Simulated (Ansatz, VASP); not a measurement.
Two plane-wave programs on ZnCl4

File INCAR:

```
SYSTEM = ZnCl4
PREC = Accurate
ENCUT = 600
EDIFF = 1E-7
ISMEAR = 0
SIGMA = 0.1
LREAL = .FALSE.
LASPH = .TRUE.
NELM = 100
ALGO = Normal
ISIF = 3
LWAVE = .FALSE.
LCHARG = .FALSE.
GGA = PE
IBRION = 2
NSW = 90
EDIFFG = -0.04
```

Contents of KPOINTS:

```
Automatic mesh
0
G
  3 3 4
  0 0 0
```

The input POSCAR:

```
ZnCl4
1.0
    6.7269264663      0.0000000000      0.0000000000
   -3.3634632331      5.8256892092      0.0000000000
    0.0000000000      0.0000000000      6.2349904736
Zn Cl
1 4
Direct
    0.0000000000      0.0000000000      0.5000000000
    0.3333333333      0.6666666667      0.8387241456
    0.3333333333      0.6666666667      0.1612758544
    0.6666666667      0.3333333333      0.1612758544
    0.6666666667      0.3333333333      0.8387241456
```

Input for Ansatz:

```yaml
crystal:
  lattice:
    - [6.7269264663, 0.0, 0.0]
    - [-3.3634632331, 5.8256892092, 0.0]
    - [0.0, 0.0, 6.2349904736]
  atoms:
    - { symbol: Zn, position: [0.0, 0.0, 0.5] }
    - { symbol: Cl, position: [0.3333333333, 0.6666666667, 0.8387241456] }
    - { symbol: Cl, position: [0.3333333333, 0.6666666667, 0.1612758544] }
    - { symbol: Cl, position: [0.6666666667, 0.3333333333, 0.1612758544] }
    - { symbol: Cl, position: [0.6666666667, 0.3333333333, 0.8387241456] }
basis:
  ecutwfc: 420
kpoints:
  mp_grid: { grid: [3, 3, 4] }
hamiltonian:
  xc: pbe
scf:
  occupations: { method: gaussian, width: 0.1 }
  lower_state_search: "off"
output:
  forces: true
  stress: true
  eigenvalues: true
relax:
  adjacent_minimum: "off"
  f_tol: 0.04
  max_steps: 70
  cell: { stress_tol: 0.4 }
```

Alike in both runs: task relaxation of cell and atoms; functional PBE; k mesh 3 × 3 × 4; occupations gaussian, width 0.1 eV; no spin polarisation.

|  | VASP | Ansatz |
| --- | --- | --- |
| version | VASP 6.6.1 | Ansatz 0.2.0 |
| potentials or method | VASP PAW PBE potentials, release 64 (Zn, Cl), cutoff 600 eV | scalar-relativistic, plane waves, PAW |
| valence electrons in the cell | 40 | 40 |

```csv
,VASP,Ansatz,Ansatz less VASP
"gap on the k mesh at the Fermi level, each at its own relaxed structure (eV)",1.16,1.01,-0.144
relaxed volume (Å³/atom),49.59,52.95,+3.357
relaxed cell length with the largest relative difference (Å),6.787,7.076,+0.2886
```

One of these differences is far larger than is usual between the two programs; its cause wasn't traced.
